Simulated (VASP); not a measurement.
Input of a VASP 6.6.1 run:

The input INCAR:

```
SYSTEM = ZnS
PREC     = Accurate       ! precision mode
ENCUT    = 520            ! plane-wave cutoff, eV
EDIFF    = 1E-6           ! SCF threshold, eV
ISMEAR   = 0              ! smearing method
SIGMA    = 0.05           ! smearing width, eV
LREAL    = .False.        ! projectors in reciprocal space
LASPH    = .True.         ! aspherical terms in the spheres
NELM     = 80             ! most SCF steps
ALGO     = Normal         ! electronic algorithm
ISIF     = 2              ! what is computed and relaxed
LWAVE    = .False.        ! write WAVECAR
LCHARG   = .False.        ! write CHGCAR
GGA      = PE             ! functional
NBANDS   = 26             ! bands
```

KPOINTS

```
regular mesh
0
Gamma
  9 9 4
  0 0 0
```

The input POSCAR:

```
ZnS
1.0
    3.7428823172      0.0000000000      0.0000000000
   -1.8714411586      3.2414311700      0.0000000000
    0.0000000000      0.0000000000      6.3037246812
Zn S
2 2
Direct
    0.3163527059      0.6666666667      0.0052003729
    0.6836472941      0.3333333333      0.5052003729
    0.3470553733      0.6666666667      0.3797996271
    0.6529446267      0.3333333333      0.8797996271
```

Potentials or basis: VASP PAW PBE potentials, release 64 (Zn, S).

Command:

```sh
$ cat potpaw_PBE.64/Zn/POTCAR potpaw_PBE.64/S/POTCAR > POTCAR
$ mpirun -np 1 vasp_std > vasp.out
```

Question: Estimate the band gap on the k mesh.

Answer: 2.23 eV, direct.

Question: Predict the pressure.

Answer: 4.4 GPa.

Question: Estimate the largest force.

Answer: 0.237 eV/Å.

Forces in eV/Å, atoms in the order of the input:
```
Zn   0.096  0.003  0.217
Zn  -0.096 -0.003  0.217
S   -0.007  0.002 -0.217
S    0.007 -0.002 -0.217
```

Expect the measured gap to be larger: semilocal functionals such as PBE lack the derivative discontinuity.
